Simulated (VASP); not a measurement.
# Sb5Se (P4/mmm) in VASP: notebook

The runs below take Sb5Se through single point, relaxation of cell and atoms, with PBE.

Program: VASP 6.6.1. These are calculated values, not measurements. Logs are shortened: lines on timing, memory, paths and dates and some standing lists are left out, and cuts for length are marked.

**1. The cell of the first run**

It takes space group P4/mmm (No. 123, tetragonal). Conventional cell: a = 3.743 Å, b = 3.743 Å, c = 11.244 Å, α = 90.00°, β = 90.00°, γ = 90.00°. Within 4.3 Å of Sb (site symmetry 4mm) lie 13 Sb at 3.24 to 3.93 Å and 1 Se at 3.66 Å. Within 4.2 Å of Sb (site symmetry 4mm) lie 4 Se at 3.20 Å and 10 Sb at 3.24 to 3.83 Å. Sb (site symmetry 4/mmm) has 14 Sb at 3.30 to 3.83 Å within 4.3 Å. Se (site symmetry 4/mmm) has 10 Sb at 3.20 to 3.66 Å and 4 Se at 3.74 Å within 4.2 Å.

The cell was generated, and may not be a known phase.

**2. Single point, PBE**

Input file INCAR:

```
SYSTEM = Sb5Se
PREC = Accurate
ENCUT = 520
EDIFF = 1E-6
ISMEAR = 0
SIGMA = 0.1
LREAL = .FALSE.
LASPH = .TRUE.
NELM = 100
ALGO = Normal
ISIF = 2
LWAVE = .FALSE.
LCHARG = .FALSE.
GGA = PE
NBANDS = 24
```

Input file KPOINTS:

```
regular mesh
0
G
  10 10 4
  0 0 0
```

Input file POSCAR:

```
Sb5Se
1.0
    3.7425028766      0.0000000000      0.0000000000
    0.0000000000      3.7425028766      0.0000000000
    0.0000000000      0.0000000000     11.2441834608
Sb Se
5 1
Direct
    0.5000000000      0.5000000000      0.3251699812
    0.5000000000      0.5000000000      0.6748300188
    0.0000000000      0.0000000000      0.1594617448
    0.0000000000      0.0000000000      0.8405382552
    0.0000000000      0.0000000000      0.5000000000
    0.5000000000      0.5000000000      0.0000000000
```

Potentials or basis: VASP PAW PBE potentials, release 64 (Sb, Se).

Run with:

```sh
$ cat potpaw_PBE.64/Sb/POTCAR potpaw_PBE.64/Se/POTCAR > POTCAR
$ mpirun -np 1 vasp_std > vasp.out
```

OUTCAR:

```text
SYSTEM = Sb5Se
   PREC = Accurate
   ENCUT = 520
   EDIFF = 1E-6
   ISMEAR = 0
   LREAL = .FALSE.
   LASPH = .TRUE.
   NELM = 100
   ISIF = 2
   GGA = PE

 ion  position               nearest neighbor table
   1  0.500  0.500  0.325-   3 3.24   3 3.24   3 3.24   3 3.24   5 3.30   5 3.30   5 3.30   5 3.30

   2  0.500  0.500  0.675-   4 3.24   4 3.24   4 3.24   4 3.24   5 3.30   5 3.30   5 3.30   5 3.30

   3  0.000  0.000  0.159-   6 3.20   6 3.20   6 3.20   6 3.20   1 3.24   1 3.24   1 3.24   1 3.24
                             4 3.59
   4  0.000  0.000  0.841-   6 3.20   6 3.20   6 3.20   6 3.20   2 3.24   2 3.24   2 3.24   2 3.24
                             3 3.59
   5  0.000  0.000  0.500-   1 3.30   2 3.30   1 3.30   2 3.30   1 3.30   2 3.30   1 3.30   2 3.30

   6  0.500  0.500  0.000-   3 3.20   4 3.20   3 3.20   4 3.20   3 3.20   4 3.20   3 3.20   4 3.20

  LATTYP: Found a simple tetragonal cell.
 ALAT       =     3.7425028766
 C/A-ratio  =     3.0044555292

  Lattice vectors:

 A1 = (   3.7425028766,   0.0000000000,   0.0000000000)
 A2 = (   0.0000000000,   3.7425028766,   0.0000000000)
 A3 = (   0.0000000000,   0.0000000000,  11.2441834608)

Analysis of symmetry for initial positions (statically):
=====================================================================
 Subroutine PRICEL returns:
 Original cell was already a primitive cell.

 Routine SETGRP: Setting up the symmetry group for a
 simple tetragonal supercell.

 Subroutine GETGRP returns: Found 16 space group operations
 (whereof 16 operations were pure point group operations)
 out of a pool of 16 trial point group operations.

The static configuration has the point symmetry D_4h.

Analysis of symmetry for dynamics (positions and initial velocities):
=====================================================================
 Subroutine PRICEL returns:
 Original cell was already a primitive cell.

 Routine SETGRP: Setting up the symmetry group for a
 simple tetragonal supercell.

 Subroutine GETGRP returns: Found 16 space group operations
 (whereof 16 operations were pure point group operations)
 out of a pool of 16 trial point group operations.

The dynamic configuration has the point symmetry D_4h.

 Subroutine INISYM returns: Found 16 space group operations
 (whereof 16 operations are pure point group operations),
 and found     1 'primitive' translations

----------------------------------------------------------------------------------------

                                     Primitive cell

  volume of cell :     157.4897

  direct lattice vectors                    reciprocal lattice vectors
     3.742502877  0.000000000  0.000000000     0.267200863  0.000000000  0.000000000
     0.000000000  3.742502877  0.000000000     0.000000000  0.267200863  0.000000000
     0.000000000  0.000000000 11.244183461     0.000000000  0.000000000  0.088934871

  length of vectors
     3.742502877  3.742502877 11.244183461     0.267200863  0.267200863  0.088934871

  position of ions in fractional coordinates (direct lattice)
     0.500000000  0.500000000  0.325169981
     0.500000000  0.500000000  0.674830019
     0.000000000  0.000000000  0.159461745
     0.000000000  0.000000000  0.840538255
     0.000000000  0.000000000  0.500000000
     0.500000000  0.500000000  0.000000000

  ion indices of the primitive-cell ions
   primitive index   ion index
                 1           1
                 2           2
                 3           3
                 4           4
                 5           5
                 6           6

----------------------------------------------------------------------------------------

 KPOINTS: regular mesh

Automatic generation of k-mesh.
 Grid dimensions read from file:
 generate k-points for:   10   10    4

 Generating k-lattice:

  Cartesian coordinates                     Fractional coordinates (reciprocal lattice)
     0.026720086  0.000000000  0.000000000     0.100000000  0.000000000  0.000000000
[... 61 lines left out ...]
     23      11.6224      0.00000
     24      11.8934      0.00000

 k-point     4 :       0.3000    0.0000    0.0000
  band No.  band energies     occupation
      1      -5.4801      2.00000
      2      -3.5404      2.00000
      3      -3.0091      2.00000
      4      -1.5375      2.00000
      5      -0.2833      2.00000
      6      -0.2041      2.00000
[... 16 lines left out ...]
     23      11.6857      0.00000
     24      11.8780      0.00000

 k-point     5 :       0.4000    0.0000    0.0000
  band No.  band energies     occupation
      1      -5.1623      2.00000
      2      -2.9372      2.00000
      3      -2.3239      2.00000
      4      -1.7099      2.00000
      5      -1.0334      2.00000
      6      -0.7242      2.00000
[... 16 lines left out ...]
     23      11.4771      0.00000
     24      11.5349      0.00000

 k-point     6 :       0.5000    0.0000    0.0000
  band No.  band energies     occupation
      1      -5.0170      2.00000
      2      -2.4420      2.00000
      3      -1.9681      2.00000
      4      -1.5172      2.00000
      5      -1.5083      2.00000
      6      -1.4669      2.00000
[... 16 lines left out ...]
     23      10.9733      0.00000
     24      11.1177      0.00000
[... 379 lines left out ...]
 k-point    21 :       0.5000    0.5000    0.0000
  band No.  band energies     occupation
      1      -4.4946      2.00000
      2      -0.9499      2.00000
      3      -0.5454      2.00000
      4      -0.2449      2.00000
      5      -0.2269      2.00000
      6      -0.2220      2.00000
[... 16 lines left out ...]
     23      11.2227      0.00000
     24      11.2227      0.00000

 k-point    22 :       0.0000    0.0000    0.2500
  band No.  band energies     occupation
      1      -6.0781      2.00000
      2      -4.5576      2.00000
      3      -3.6224      2.00000
      4      -2.0461      2.00000
      5      -0.1223      2.00000
      6       1.4679      2.00000
[... 16 lines left out ...]
     23      11.5269      0.00000
     24      11.6277      0.00000

 k-point    23 :       0.1000    0.0000    0.2500
  band No.  band energies     occupation
      1      -6.0031      2.00000
      2      -4.4545      2.00000
      3      -3.5293      2.00000
      4      -1.9763      2.00000
      5      -0.1305      2.00000
      6       1.2871      2.00000
[... 16 lines left out ...]
     23      11.9026      0.00000
     24      12.0957      0.00000

 k-point    24 :       0.2000    0.0000    0.2500
  band No.  band energies     occupation
      1      -5.7892      2.00000
      2      -4.1473      2.00000
      3      -3.2564      2.00000
      4      -1.7903      2.00000
      5      -0.2278      2.00000
      6       0.7515      2.00000
[... 16 lines left out ...]
     23      11.8801      0.00000
     24      12.1750      0.00000

 [... further k-points ...]
[... 5 lines left out ...]
  --------------------------------------------------------------------------------------
  -------------------------------------------------------------------------------------
  Total       -0.1364899     -0.1364899     -0.1355023      0.0000000      0.0000000     -0.0000000
  in kB       -1.3885412     -1.3885412     -1.3784940      0.0000000      0.0000000     -0.0000000
  external PRESSURE =      -1.3851921 kB  Pullay stress =       0.0000000 kB

 VOLUME and BASIS-vectors are now :
 -----------------------------------------------------------------------------
  energy-cutoff  :      520.00
  volume of cell :      157.49
      direct lattice vectors                 reciprocal lattice vectors
     3.742502877  0.000000000  0.000000000     0.267200863  0.000000000  0.000000000
     0.000000000  3.742502877  0.000000000     0.000000000  0.267200863  0.000000000
     0.000000000  0.000000000 11.244183461     0.000000000  0.000000000  0.088934871

 POSITION                                       TOTAL-FORCE (eV/Angst)
 -----------------------------------------------------------------------------------
      1.87125      1.87125      3.65627        -0.000000      0.000000      0.000547
      1.87125      1.87125      7.58791         0.000000     -0.000000     -0.000547
      0.00000      0.00000      1.79302         0.000000      0.000000     -0.004570
      0.00000      0.00000      9.45117         0.000000      0.000000      0.004570
      0.00000      0.00000      5.62209         0.000000      0.000000      0.000000
      1.87125      1.87125      0.00000         0.000000      0.000000      0.000000
 -----------------------------------------------------------------------------------
    total drift:                               -0.000000      0.000000     -0.000000

  FREE ENERGIE OF THE ION-ELECTRON SYSTEM (eV)
  ---------------------------------------------------
  free  energy   TOTEN  =       -22.9594215490 eV

  energy  without entropy=      -22.9410503977  energy(sigma->0) =      -22.95023597
```

It took 67 s on 1 thread of Intel Xeon 6975P-C (Granite Rapids), shared host; peak memory 0.37 GiB.

Results:

```
Free energy            : -22.9594 eV
Pressure               : -0.1 GPa
Largest force          : 0.005 eV/Å
Band gap on the k mesh : zero (an odd number of electrons rules out a gap without spin polarisation)
```

Forces on the atoms (eV/Å):
```
Sb   0.000  0.000  0.001
Sb   0.000  0.000 -0.001
Sb   0.000  0.000 -0.005
Sb   0.000  0.000  0.005
Sb   0.000  0.000  0.000
Se   0.000  0.000  0.000
```

Caveat: spin-orbit coupling is left out, which moves the levels of the heavy elements; an odd number of electrons without spin polarisation forces a metal; a magnetic or distorted state may lie lower.

**3. Relaxation of cell and atoms, PBE**

This run uses another cell than the first one, of 26.43 Å³/atom.

Input file INCAR:

```
PREC = Accurate
ENCUT = 600
EDIFF = 1E-7
ISMEAR = 0
SIGMA = 0.1
LREAL = False
LASPH = True
NELM = 60
ALGO = Normal
ISIF = 3
LWAVE = False
LCHARG = False
GGA = PE
IBRION = 2
NSW = 90
EDIFFG = -0.04
```

Input file KPOINTS:

```
Automatic mesh
0
Gamma
  6 6 2
```

Input file POSCAR:

```
Sb5Se
1.0
    3.4951918490      0.0000000000      0.0000000000
    0.0000000000      3.4951918490      0.0000000000
    0.0000000000      0.0000000000     12.9810067285
Sb Se
5 1
Direct
    0.5000000000      0.5000000000      0.3238017992
    0.5000000000      0.5000000000      0.6761982008
    0.0000000000      0.0000000000      0.1453041081
    0.0000000000      0.0000000000      0.8546958919
    0.0000000000      0.0000000000      0.5000000000
    0.5000000000      0.5000000000      0.0000000000
```

Potentials or basis: VASP PAW PBE potentials, release 64 (Sb, Se).

Run with:

```sh
$ cat potpaw_PBE.64/Sb/POTCAR potpaw_PBE.64/Se/POTCAR > POTCAR
$ mpirun -np 1 vasp_std > vasp.out
```

It took 9.9 min on 1 thread of Intel Xeon 6975P-C (Granite Rapids), shared host; peak memory 0.33 GiB.

The run converged. Its results:

- Free energy: -22.9208 eV
- Relaxed volume: 26.33 Å³/atom
- Relaxed cell: a = 3.768 Å, b = 3.768 Å, c = 11.123 Å, α = 90.00°, β = 90.00°, γ = 90.00°
- Space group after relaxing (to 0.1 Å): P4/mmm (No. 123)
- Energy gained by relaxing: 44.7 meV/atom
- Ionic steps: 23
- Pressure after relaxing: -0.2 GPa
- Largest force after relaxing: 0.036 eV/Å

Forces on the atoms (eV/Å):
```
Sb   0.000  0.000  0.036
Sb   0.000  0.000 -0.036
Sb   0.000  0.000 -0.009
Sb   0.000  0.000  0.009
Sb   0.000  0.000  0.000
Se   0.000  0.000  0.000
```

Stress tensor (GPa, compression positive):
```
-0.23  0.00  0.00
 0.00 -0.23  0.00
 0.00  0.00 -0.15
```

Step by step:
| step | energy change (eV) | largest force (eV/Å) | pressure (GPa) | volume (Å³) |
| --- | --- | --- | --- | --- |
| 1 | 0.0000 | 0.0538 | -0.19 | 158.58 |
| 2 | -0.0153 | 0.0775 | 0.09 | 157.85 |
| 3 | -0.0312 | 0.1715 | 0.92 | 155.96 |
| 4 | -0.1092 | 0.2913 | 2.68 | 151.80 |
| 5 | -0.1123 | 0.2807 | 2.57 | 151.88 |
| 6 | -0.1248 | 0.2610 | 2.43 | 152.10 |
| 7 | -0.1461 | 0.2990 | 2.21 | 152.50 |
| 8 | -0.1752 | 0.3973 | 1.99 | 153.15 |
| 9 | -0.1208 | 0.4166 | 1.81 | 153.76 |
| 10 | -0.1901 | 0.3895 | 1.91 | 153.46 |
| 11 | -0.2044 | 0.3603 | 1.38 | 154.59 |
| 12 | -0.2210 | 0.3128 | 0.11 | 157.51 |
| 13 | -0.2213 | 0.3091 | -0.04 | 157.86 |
| 14 | -0.2241 | 0.2965 | -0.04 | 157.85 |
| 15 | -0.2319 | 0.2604 | -0.05 | 157.80 |
| 16 | -0.2438 | 0.2022 | -0.07 | 157.71 |
| 17 | -0.2531 | 0.0773 | 0.00 | 157.50 |
| 18 | -0.2588 | 0.0638 | 0.01 | 157.46 |
| 19 | -0.2662 | 0.0764 | 0.10 | 157.30 |
| 20 | -0.2663 | 0.0645 | 0.09 | 157.32 |
| 21 | -0.2677 | 0.0484 | -0.04 | 157.60 |
| 22 | -0.2683 | 0.0322 | -0.25 | 158.05 |
| 23 | -0.2683 | 0.0356 | -0.21 | 157.96 |

Final structure:
```yaml
crystal:
  lattice:
    - [3.76838, 0.00000, 0.00000]
    - [0.00000, 3.76838, 0.00000]
    - [0.00000, 0.00000, 11.12348]
  atoms:
    - { symbol: Sb, position: [0.50000, 0.50000, 0.32436] }
    - { symbol: Sb, position: [0.50000, 0.50000, 0.67564] }
    - { symbol: Sb, position: [0.00000, 0.00000, 0.16188] }
    - { symbol: Sb, position: [0.00000, 0.00000, 0.83812] }
    - { symbol: Sb, position: [0.00000, 0.00000, 0.50000] }
    - { symbol: Se, position: [0.50000, 0.50000, 0.00000] }
```

Levels at points of the mesh, in eV from the Fermi level:
| k point | band 11 | band 12 | band 13 | band 14 | band 15 | band 16 | band 17 | band 18 | band 19 |
| --- | --- | --- | --- | --- | --- | --- | --- | --- | --- |
| (0.00, 0.00, 0.00) | -1.67 | -1.10 | -1.10 | -0.82 | -0.82 | 1.38 | 1.54 | 1.84 | 1.84 |
| (0.50, 0.00, 0.00) | -1.08 | -0.46 | -0.42 | 0.02 | 0.77 | 1.05 | 1.08 | 1.38 | 1.54 |
| (0.50, 0.50, 0.00) | -4.30 | -4.30 | -2.76 | -1.82 | -1.81 | -1.72 | -1.02 | -1.02 | -0.31 |
| (0.00, 0.00, 0.50) | -1.58 | -1.58 | -0.52 | -0.29 | 0.07 | 0.07 | 0.86 | 0.86 | 3.46 |
| (0.50, 0.00, 0.50) | -2.29 | -2.05 | -1.08 | 0.94 | 1.01 | 1.05 | 1.29 | 1.43 | 1.80 |
| (0.50, 0.50, 0.50) | -3.19 | -2.97 | -2.97 | -2.71 | -2.62 | -2.62 | -0.59 | -0.02 | 0.30 |

Caveat: the highest band is partly filled, so the run has too few bands; spin-orbit coupling is left out, which moves the levels of the heavy elements.

**4. Relaxation of cell and atoms, PBE**

This run uses another cell than the first one, of the same volume but with other edges.

Input file INCAR:

```
ALGO = Normal
EDIFF = 1E-7
EDIFFG = -0.01
ENCUT = 600
GGA = PE
IBRION = 2
ISIF = 3
ISMEAR = 0
LASPH = T
LCHARG = F
LREAL = F
LWAVE = F
NELM = 80
NSW = 100
PREC = Accurate
SIGMA = 0.1
```

Input file KPOINTS:

```
k-points
0
Gamma
  10 10 4
```

Input file POSCAR:

```
Sb5Se
1.0
    3.6778318589      0.0000000000      0.0000000000
    0.0000000000      3.6778318589      0.0000000000
    0.0000000000      0.0000000000     11.6319851227
Sb Se
5 1
Direct
    0.5000000000      0.5000000000      0.3301902495
    0.5000000000      0.5000000000      0.6698097505
    0.0000000000      0.0000000000      0.1510133050
    0.0000000000      0.0000000000      0.8489866950
    0.0000000000      0.0000000000      0.5000000000
    0.5000000000      0.5000000000      0.0000000000
```

Run with:

```sh
$ cat potpaw_PBE.64/Sb/POTCAR potpaw_PBE.64/Se/POTCAR > POTCAR
$ mpirun -np 1 vasp_std > vasp.out
```

Run time: 12 min. Hardware: 1 thread of Intel Xeon 6975P-C (Granite Rapids), shared host; peak memory 0.45 GiB.

It converged, with:

```
Free energy                           : -22.9569 eV
Relaxed volume                        : 26.20 Å³/atom
Relaxed cell                          : a = 3.741 Å, b = 3.741 Å, c = 11.232 Å, α = 90.00°, β = 90.00°, γ = 90.00°
Space group after relaxing (to 0.1 Å) : P4/mmm (No. 123)
Energy gained by relaxing             : 9.9 meV/atom
Ionic steps                           : 10
Pressure after relaxing               : 0.0 GPa
Largest force after relaxing          : 0.005 eV/Å
```

Forces on the atoms (eV/Å):
```
Sb   0.000  0.000 -0.005
Sb   0.000  0.000  0.005
Sb   0.000  0.000  0.001
Sb   0.000  0.000 -0.001
Sb   0.000  0.000  0.000
Se   0.000  0.000  0.000
```

The path:
```csv
step,energy change (eV),largest force (eV/Å),pressure (GPa),volume (Å³)
1,0.0000,0.2277,-0.05,157.34
2,-0.0137,0.2026,0.00,157.14
3,-0.0452,0.1602,0.19,156.46
4,-0.0201,0.0365,0.91,154.84
5,-0.0506,0.0778,0.45,155.80
6,-0.0519,0.1081,0.36,156.01
7,-0.0545,0.0607,-0.57,158.48
8,-0.0555,0.0756,-0.26,157.63
9,-0.0594,0.0193,-0.06,157.29
10,-0.0596,0.0054,0.00,157.20
```

Final structure:
```
Sb Se
1.0
     3.74098    0.00000    0.00000
     0.00000    3.74098    0.00000
     0.00000    0.00000   11.23240
Sb Se
5 1
Direct
  0.50000 0.50000 0.32501
  0.50000 0.50000 0.67499
  0.00000 0.00000 0.15940
  0.00000 0.00000 0.84060
  0.00000 0.00000 0.50000
  0.50000 0.50000 0.00000
```

Levels at points of the mesh, in eV from the Fermi level:
| k point | band 11 | band 12 | band 13 | band 14 | band 15 | band 16 | band 17 | band 18 | band 19 |
| --- | --- | --- | --- | --- | --- | --- | --- | --- | --- |
| (0.00, 0.00, 0.00) | -1.63 | -1.04 | -1.04 | -0.69 | -0.69 | 1.48 | 1.66 | 1.91 | 1.91 |
| (0.50, 0.00, 0.00) | -1.01 | -0.54 | -0.44 | -0.05 | 0.87 | 0.88 | 1.21 | 1.53 | 1.58 |
| (0.50, 0.50, 0.00) | -4.35 | -4.35 | -2.72 | -1.87 | -1.79 | -1.71 | -1.05 | -1.05 | -0.46 |
| (0.00, 0.00, 0.50) | -1.48 | -1.48 | -0.40 | -0.20 | 0.18 | 0.18 | 0.89 | 0.89 | 3.40 |
| (0.50, 0.00, 0.50) | -2.41 | -2.15 | -1.01 | 1.03 | 1.16 | 1.16 | 1.35 | 1.42 | 1.78 |
| (0.50, 0.50, 0.50) | -3.13 | -2.99 | -2.99 | -2.69 | -2.68 | -2.68 | -0.62 | -0.02 | 0.15 |

Caveat: the highest band is partly filled, so the run has too few bands; spin-orbit coupling is left out, which moves the levels of the heavy elements.

**5. The runs side by side**

```tsv
task	cell	k mesh	cutoff (eV)	pressure (GPa)	relaxed volume (Å³/atom)	largest force (eV/Å)
single point	a = 3.743, b = 3.743, c = 11.244 Å, 6 atoms, atomic positions A	10 × 10 × 4	520	-0.1	-	-
relaxation of cell and atoms	relaxed from a = 3.495, b = 3.495, c = 12.981 Å, 6 atoms, atomic positions B	6 × 6 × 2	600	-0.2	26.33	0.04
relaxation of cell and atoms	relaxed from a = 3.678, b = 3.678, c = 11.632 Å, 6 atoms, atomic positions C	10 × 10 × 4	600	0.0	26.20	0.01
```

Alike in all rows: level PBE; potentials or basis VASP PAW PBE potentials, release 64 (Sb, Se); no spin polarisation; smearing gaussian 0.1 eV.

Caveats: spin-orbit coupling is left out, which moves the levels of the heavy elements; the highest band is partly filled, so the run has too few bands (at least some runs); an odd number of electrons without spin polarisation forces a metal (at least some runs); a magnetic or distorted state may lie lower (at least some runs).

Absolute energies hang on the potentials; compare differences alone.
